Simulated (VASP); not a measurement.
Here is a VASP 6.6.1 calculation.

INCAR

```
SYSTEM = H8C35
ALGO = Normal
DIPOL = 0.5 0.5 0.413
EDIFF = 1E-7
ENCUT = 520
GGA = PE
IDIPOL = 3
ISIF = 2
ISMEAR = 0
IVDW = 12
LASPH = .True.
LCHARG = .False.
LDIPOL = .True.
LREAL = Auto
LWAVE = .False.
NBANDS = 101
NELM = 60
PREC = Accurate
SIGMA = 0.05
```

File KPOINTS:

```
k-points
0
Gamma
  2 2 1
  0 0 0
```

The input POSCAR:

```
H8C35
1.0
    9.8601980332      0.0000000000      0.0000000000
   -4.9300990166      8.5391819831      0.0000000000
    0.0000000000      0.0000000000     22.3149100064
C H
35 8
Direct
    0.4166666667      0.3333333333      0.3585046948
    0.4166696624      0.5833410102      0.3582170974
    0.4166622949      0.8333407703      0.3577688547
    0.4166612100      0.0833322248      0.3578012292
    0.6666773030      0.3333508042      0.3582459199
    0.6666917264      0.5833555928      0.3580112724
    0.6666787233      0.8333410295      0.3577855498
    0.6666706247      0.0833427424      0.3579967632
    0.9166707161      0.3333514784      0.3579975327
    0.9166838799      0.5833717432      0.3574943436
    0.9166700400      0.8333379530      0.3567033854
    0.9166698285      0.0833341498      0.3575692089
    0.1666652440      0.3333413099      0.3580917901
    0.1666630408      0.5833575232      0.3577831821
    0.1666652125      0.8333394174      0.3567309403
    0.1666585013      0.0833221210      0.3571149715
    0.3333273966      0.1666600288      0.3578801718
    0.3333322871      0.4166713829      0.3583814420
    0.3333314592      0.6666775770      0.3579234988
    0.3333040861      0.9166579502      0.3573631544
    0.5833349260      0.1666761689      0.3581177865
    0.5833451409      0.4166821932      0.3584272402
    0.5833449091      0.6666773677      0.3580424358
    0.5833362694      0.9166727973      0.3579259199
    0.8333397043      0.1666768678      0.3579334385
    0.8333504971      0.4167043688      0.3579834049
    0.8333588557      0.6667048424      0.3573193999
    0.8333533206      0.9166587746      0.3572920636
    0.0833323459      0.1666683813      0.3575916941
    0.0833350864      0.4166845036      0.3580203499
    0.0833426158      0.6667048687      0.3572456886
    0.0833251196      0.9166548264      0.3563897654
    0.0427641740      0.8419937528      0.5151206372
    0.0953406286      0.9390283358      0.5725847266
    0.0411600257      0.8386032574      0.6292286242
    0.0831840971      0.9169415512      0.4752442182
    0.0891276362      0.7612517175      0.5124891838
   -0.0856484576      0.7709622203      0.5125709994
    0.0506674205      1.0214924850      0.5728179444
    0.2239600052      1.0118563823      0.5727504335
    0.0800447595      0.9104196050      0.6700497742
   -0.0873149077      0.7673659683      0.6308193688
    0.0873947033      0.7576719794      0.6307605379
```

Potentials or basis: VASP PAW PBE potentials, release 64 (C, H).

Launch:

```sh
$ cat potpaw_PBE.64/C/POTCAR potpaw_PBE.64/H/POTCAR > POTCAR
$ mpirun -np 1 vasp_std > vasp.out
```

(1) Predict the dispersion energy per atom.

(2) Estimate the band gap on the k mesh.

Results:

(1) -0.074 eV.

(2) 1.97 eV.
